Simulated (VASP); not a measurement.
Here is a VASP 6.6.1 calculation.

File INCAR:

```
ALGO = Normal ; DIPOL = 0.5 0.5 0.500
EDIFF = 1E-6 ; ENCUT = 520
GGA = PE ; IDIPOL = 3
ISIF = 2 ; ISMEAR = -1
ISPIN = 2 ; LASPH = True
LCHARG = False ; LDIPOL = True
LMAXMIX = 4 ; LORBIT = 11
LREAL = False ; LWAVE = False
MAGMOM = 3.5 3.5 3.5 3.5 3.5 3.5 3.5 ; NBANDS = 44
NELM = 150 ; PREC = Accurate
SIGMA = 0.05
```

KPOINTS

```
k-points
0
Gamma
  10 10 1
```

Contents of POSCAR:

```
Co
1.0
    2.5395032940      0.0000000000      0.0000000000
    0.0000000000      2.5395032940      0.0000000000
    0.0000000000      0.0000000000     25.7742000000
Co
7
Direct
    0.5000000000      0.5000000000      0.2909886631
    0.0000000000      0.0000000000      0.3606591087
    0.5000000000      0.5000000000      0.4303295544
    0.0000000000      0.0000000000      0.5000000000
    0.5000000000      0.5000000000      0.5696704456
    0.0000000000      0.0000000000      0.6393408913
    0.5000000000      0.5000000000      0.7090113369
```

Potentials or basis: VASP PAW PBE potentials, release 64 (Co).

Run with:

```sh
$ cat potpaw_PBE.64/Co/POTCAR > POTCAR
$ mpirun -np 1 vasp_std > vasp.out
```

Task: Estimate the net moment.

Result: 12.33 μB per cell.

Task: Predict the site moments.

Result: Co +1.91, +1.74, +1.72 (each value once) μB.

Forces in eV/Å, atoms in the order of the input:
```
Co   0.000  0.000  0.752
Co   0.000  0.000 -0.324
Co   0.000  0.000  0.046
Co   0.000  0.000  0.000
Co   0.000  0.000 -0.046
Co   0.000  0.000  0.324
Co   0.000  0.000 -0.752
```
